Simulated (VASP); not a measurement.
# Na (Im-3m) in VASP: settings compared, part 2 of 2

VASP 6.6.1. Earlier steps stand in the parts before.

**5. Single point, PBE**

This run uses another cell than the first one, of 41.61 Å³/atom, 1.039 times its volume.

Contents of INCAR:

```
PREC     = Accurate       # precision mode
ENCUT    = 520            # plane-wave cutoff, eV
EDIFF    = 1E-6           # SCF threshold, eV
ISMEAR   = -1             # smearing method
SIGMA    = 0.05           # smearing width, eV
LREAL    = F              # projectors in reciprocal space
LASPH    = T              # aspherical terms in the spheres
NELM     = 80             # most SCF steps
ALGO     = Normal         # electronic algorithm
ISIF     = 2              # what is computed and relaxed
LWAVE    = F              # write WAVECAR
LCHARG   = F              # write CHGCAR
GGA      = PE             # functional
NBANDS   = 10             # bands
```

Contents of KPOINTS:

```
regular mesh
0
Gamma
  9 9 9
```

Contents of POSCAR:

```
Na
1.0
   -2.1829910528      2.1829910528      2.1829910528
    2.1829910528     -2.1829910528      2.1829910528
    2.1829910528      2.1829910528     -2.1829910528
Na
1
Direct
    0.0000000000      0.0000000000      0.0000000000
```

Potentials or basis: VASP PAW PBE potentials, release 64 (Na_pv).

Run with:

```
$ cat potpaw_PBE.64/Na_pv/POTCAR > POTCAR
$ mpirun -np 1 vasp_std > vasp.out
```

OUTCAR:

```text
PREC = Accurate
   ENCUT = 520
   EDIFF = 1E-6
   ISMEAR = -1
   LREAL = F
   LASPH = T
   NELM = 80
   ISIF = 2
   GGA = PE

 ion  position               nearest neighbor table
   1  0.000  0.000  0.000-

  LATTYP: Found a body centered cubic cell.
 ALAT       =     4.3659821056

  Lattice vectors:

 A1 = (  -2.1829910528,   2.1829910528,   2.1829910528)
 A2 = (   2.1829910528,  -2.1829910528,   2.1829910528)
 A3 = (   2.1829910528,   2.1829910528,  -2.1829910528)

Analysis of symmetry for initial positions (statically):
=====================================================================
 Subroutine PRICEL returns:
 Original cell was already a primitive cell.

 Routine SETGRP: Setting up the symmetry group for a
 body centered cubic supercell.

 Subroutine GETGRP returns: Found 48 space group operations
[... 9 lines left out ...]

 Routine SETGRP: Setting up the symmetry group for a
 body centered cubic supercell.

 Subroutine GETGRP returns: Found 48 space group operations
[... 11 lines left out ...]
                                     Primitive cell

  volume of cell :      41.6117

  direct lattice vectors                    reciprocal lattice vectors
    -2.182991053  2.182991053  2.182991053     0.000000000  0.229043541  0.229043541
     2.182991053 -2.182991053  2.182991053     0.229043541  0.000000000  0.229043541
     2.182991053  2.182991053 -2.182991053     0.229043541  0.229043541  0.000000000

  length of vectors
     3.781051416  3.781051416  3.781051416     0.323916482  0.323916482  0.323916482

  position of ions in fractional coordinates (direct lattice)
     0.000000000  0.000000000  0.000000000

  ion indices of the primitive-cell ions
   primitive index   ion index
                 1           1

----------------------------------------------------------------------------------------

[... 83 lines left out ...]
   EFERMI =   0.00;   METHOD = LEGACY
   ISMEAR =    -1;   SIGMA  =   0.05  broadening in eV -4-tet -1-fermi 0-gaus
   EFERMI_NEDOS =   21; number of points for ismear=-14 and -15
   IALGO  =     38    algorithm
   IMIX   =      4    mixing-type and parameters
     AMIX     =   0.40;   BMIX     =  1.00
     AMIX_MAG =   1.60;   BMIX_MAG =  1.00
  volume/ion in A,a.u.               =      41.61       280.81
  Fermi-wavevector in a.u.,A,eV,Ry     =   0.903723  1.707790 11.112097  0.816716
  Thomas-Fermi vector in A             =   2.027084
   LORBIT       =      0    0 simple, 1 ext, 2 COOP (PROOUT), +10 PAW based schemes
   GGA     = PE    functional components
   LHFCALC =     F    Hartree Fock is set to
   AEXX    =    0.0000 exact exchange contribution
   IVDW    =     0    specifies the selected vdW correction
   LEPSILON=     F    determine dielectric tensor
   LRPA    =     F    only Hartree local field effects (RPA)
 non-spin polarized calculation
  energy-cutoff  :      520.00
  volume of cell :       41.61
 maximum number of plane-waves:      1136
   NGX = 13   NGY = 13   NGZ = 13

 number of electron       6.9999984 magnetization

 Free energy of the ion-electron system (eV)
  ---------------------------------------------------
  ext. energy  EPLUGINS =         0.00000000
  ---------------------------------------------------
  free energy    TOTEN  =        -1.30578086 eV

  energy without entropy =       -1.30239858  energy(sigma->0) =       -1.30408972

 E-fermi :   0.0064     XC(G=0):  -6.2095

 val. band max:       -0.0880340578   @ k =  -0.3333   0.4444   0.1111
 cond. band min:       0.0985030008   @ k =   0.4444   0.0000   0.0000
 fundamental gap:      0.1865370587
 Fermi energy:         0.0064052952

 k-point     1 :       0.0000    0.0000    0.0000
  band No.  band energies     occupation
      1     -24.9822      2.00000
      2     -24.9822      2.00000
      3     -24.9822      2.00000
      4      -3.0260      2.00000
      5      11.0192      0.00000
      6      11.0192      0.00000
      7      11.0192      0.00000
      8      11.9582      0.00000
      9      11.9582      0.00000
     10      12.4684      0.00000
[... 287 lines left out ...]
 k-point    24 :      -0.4444   -0.4444    0.1111
  band No.  band energies     occupation
      1     -25.0032      2.00000
      2     -24.9936      2.00000
      3     -24.9859      2.00000
      4       1.2463      0.00000
      5       1.6428      0.00000
      6       4.8719      0.00000
      7       8.2361      0.00000
      8       9.8260      0.00000
      9      11.1849      0.00000
     10      11.9405      0.00000

 [... further k-points ...]
[... 5 lines left out ...]
  --------------------------------------------------------------------------------------
  -------------------------------------------------------------------------------------
  Total       -0.1998939     -0.1998939     -0.1998939      0.0000000      0.0000000      0.0000000
  in kB       -7.6965157     -7.6965157     -7.6965157      0.0000000      0.0000000      0.0000000
  external PRESSURE =      -7.6965157 kB  Pullay stress =       0.0000000 kB

 VOLUME and BASIS-vectors are now :
 -----------------------------------------------------------------------------
  energy-cutoff  :      520.00
  volume of cell :       41.61
      direct lattice vectors                 reciprocal lattice vectors
    -2.182991053  2.182991053  2.182991053     0.000000000  0.229043541  0.229043541
     2.182991053 -2.182991053  2.182991053     0.229043541  0.000000000  0.229043541
     2.182991053  2.182991053 -2.182991053     0.229043541  0.229043541  0.000000000

 POSITION                                       TOTAL-FORCE (eV/Angst)
 -----------------------------------------------------------------------------------
      0.00000      0.00000      0.00000         0.000000      0.000000     -0.000000
 -----------------------------------------------------------------------------------
    total drift:                               -0.000000     -0.000000     -0.000000

  FREE ENERGIE OF THE ION-ELECTRON SYSTEM (eV)
  ---------------------------------------------------
  free  energy   TOTEN  =        -1.3057808585 eV

  energy  without entropy=       -1.3023985777  energy(sigma->0) =       -1.30408972
```

OSZICAR:

```text
N       E                     dE             d eps       ncg     rms          rms(c)
DAV:   1     0.252430345167E+02    0.25243E+02   -0.37373E+03   700   0.567E+02
DAV:   2    -0.793967359480E+00   -0.26037E+02   -0.25903E+02   720   0.136E+02
DAV:   3    -0.130202763206E+01   -0.50806E+00   -0.50777E+00   898   0.220E+01
DAV:   4    -0.130596950516E+01   -0.39419E-02   -0.39417E-02   824   0.184E+00
DAV:   5    -0.130602468426E+01   -0.55179E-04   -0.55178E-04   824   0.210E-01    0.201E-01
DAV:   6    -0.130588307947E+01    0.14160E-03   -0.49734E-04   832   0.267E-01    0.137E-01
DAV:   7    -0.130578942883E+01    0.93651E-04   -0.10458E-03   786   0.319E-01    0.155E-02
DAV:   8    -0.130578034112E+01    0.90877E-05   -0.49772E-05   914   0.114E-01    0.256E-03
DAV:   9    -0.130578085847E+01   -0.51735E-06   -0.29926E-07   538   0.657E-03
   1 F= -.13057809E+01 E0= -.13040897E+01  d E =-.338228E-02
```

stdout:

```text
POSCAR found type information on POSCAR Na
 POSCAR found :  1 types and       1 ions
 scaLAPACK will be used
 LDA part: xc-table for (Slater+PW92), standard interpolation
 POSCAR, INCAR and KPOINTS ok, starting setup
 FFT: planning ... GRIDC
 FFT: planning ... GRID_SOFT
 FFT: planning ... GRID
 WAVECAR not read
 entering main loop
```

It took 4 s on 1 thread of Intel Xeon 6975P-C (Granite Rapids), shared host; peak memory 0.14 GiB.

What came out:

```
Free energy : -1.3058 eV
Pressure    : -0.8 GPa
```

Levels at points of the mesh, in eV from the Fermi level:
```tsv
k point	band 1	band 2	band 3	band 4	band 5	band 6	band 7
(0.00, 0.00, 0.00)	-24.99	-24.99	-24.99	-3.03	11.01	11.01	11.01
```

**6. Single point, r2SCAN**

This run uses another cell than the first one, of 36.90 Å³/atom, 0.922 times its volume.

Contents of POSCAR:

```
Na
1.0
   -2.0972938588      2.0972938588      2.0972938588
    2.0972938588     -2.0972938588      2.0972938588
    2.0972938588      2.0972938588     -2.0972938588
Na
1
Direct
    0.0000000000      0.0000000000      0.0000000000
```

Contents of INCAR.step1:

```
ALGO = Normal
EDIFF = 1E-4
ENCUT = 520
GGA = PE
ISMEAR = -1
LASPH = T
LCHARG = F
LREAL = F
LWAVE = T
NBANDS = 10
NELM = 80
PREC = Accurate
SIGMA = 0.05
```

Contents of INCAR.step2:

```
ALGO = Normal
EDIFF = 1E-7
ENCUT = 520
ISIF = 2
ISMEAR = -1
ISTART = 1
LASPH = T
LCHARG = T
LELF = T
LMIXTAU = T
LREAL = F
LVHAR = T
LWAVE = F
METAGGA = R2SCAN
NBANDS = 10
NELM = 80
PREC = Accurate
SIGMA = 0.05
```

Contents of KPOINTS:

```
k-points
0
Gamma
  9 9 9
```

Potentials or basis: VASP PAW PBE potentials, release 64 (Na_pv).

Run with:

```
$ cat potpaw_PBE.64/Na_pv/POTCAR > POTCAR
$ cp INCAR.step1 INCAR
$ mpirun -np 1 vasp_std > vasp.out
$ cp INCAR.step2 INCAR
$ mpirun -np 1 vasp_std > vasp.out
```

OUTCAR:

```text
EDIFF = 1E-7
   ENCUT = 520
   ISIF = 2
   ISMEAR = -1
   ISTART = 1
   LASPH = T
   LREAL = F
   METAGGA = R2SCAN
   NELM = 80
   PREC = Accurate

 ion  position               nearest neighbor table
   1  0.000  0.000  0.000-

  LATTYP: Found a body centered cubic cell.
 ALAT       =     4.1945877176

  Lattice vectors:

 A1 = (  -2.0972938588,   2.0972938588,   2.0972938588)
 A2 = (   2.0972938588,  -2.0972938588,   2.0972938588)
[... 481 lines left out ...]
      1     -25.6787      2.00000
      2     -25.6631      2.00000
      3     -25.6513      2.00000
      4       1.6608      0.00000
      5       2.3778      0.00000
      6       6.0719      0.00000
      7       9.9131      0.00000
      8      11.8537      0.00000
      9      13.1879      0.00000
     10      14.5173      0.00000

 [... further k-points ...]
[... 5 lines left out ...]
  --------------------------------------------------------------------------------------
  -------------------------------------------------------------------------------------
  Total        0.0552088      0.0552088      0.0552088      0.0000000     -0.0000000      0.0000000
  in kB        2.3970713      2.3970713      2.3970713      0.0000000     -0.0000000      0.0000000
  external PRESSURE =       2.3970713 kB  Pullay stress =       0.0000000 kB

 VOLUME and BASIS-vectors are now :
 -----------------------------------------------------------------------------
  energy-cutoff  :      520.00
  volume of cell :       36.90
      direct lattice vectors                 reciprocal lattice vectors
    -2.097293859  2.097293859  2.097293859     0.000000000  0.238402453  0.238402453
     2.097293859 -2.097293859  2.097293859     0.238402453  0.000000000  0.238402453
     2.097293859  2.097293859 -2.097293859     0.238402453  0.238402453  0.000000000

 POSITION                                       TOTAL-FORCE (eV/Angst)
 -----------------------------------------------------------------------------------
      0.00000      0.00000      0.00000         0.000000     -0.000000     -0.000000
 -----------------------------------------------------------------------------------
    total drift:                               -0.000000     -0.000000     -0.000000

  FREE ENERGIE OF THE ION-ELECTRON SYSTEM (eV)
  ---------------------------------------------------
  free  energy   TOTEN  =        -3.5601401047 eV

  energy  without entropy=       -3.5570157559  energy(sigma->0) =       -3.55857793
```

Run time: 30 s. Hardware: 1 thread of Intel Xeon 6975P-C (Granite Rapids), shared host; peak memory 0.15 GiB.

Results:

```
Free energy : -3.5601 eV
Pressure    : 0.2 GPa
```

Caveat: the PAW data sets were made with another functional, which shifts forces and pressure a little.

**7. Overview**

```csv
level,potentials or basis,cell,gap on the mesh (eV),pressure (GPa)
PBE,"VASP PAW PBE potentials, release 64 (Na_pv)","a = 3.733 Å, angles 109.5°, 1 atom",none,-0.6
LDA,"VASP PAW LDA potentials, release 64 (Na_pv)","a = 3.757 Å, angles 109.5°, 1 atom",none,-1.3
LDA,"VASP PAW LDA potentials, release 64 (Na_pv)","a = 3.781 Å, angles 109.5°, 1 atom",none,-1.4
PBE,"VASP PAW PBE potentials, release 64 (Na_pv)","a = 3.781 Å, angles 109.5°, 1 atom",none,-0.8
r2SCAN,"VASP PAW PBE potentials, release 64 (Na_pv)","a = 3.633 Å, angles 109.5°, 1 atom",none,0.2
```

Alike in all rows: task single point; no spin polarisation; k mesh 9 × 9 × 9; cutoff (eV) 520; smearing fermi-dirac 0.05 eV.

Caveats: the PAW data sets were made with another functional, which shifts forces and pressure a little (some runs).

Total energies depend on the potentials used, so only differences within one code and one set of settings carry meaning.
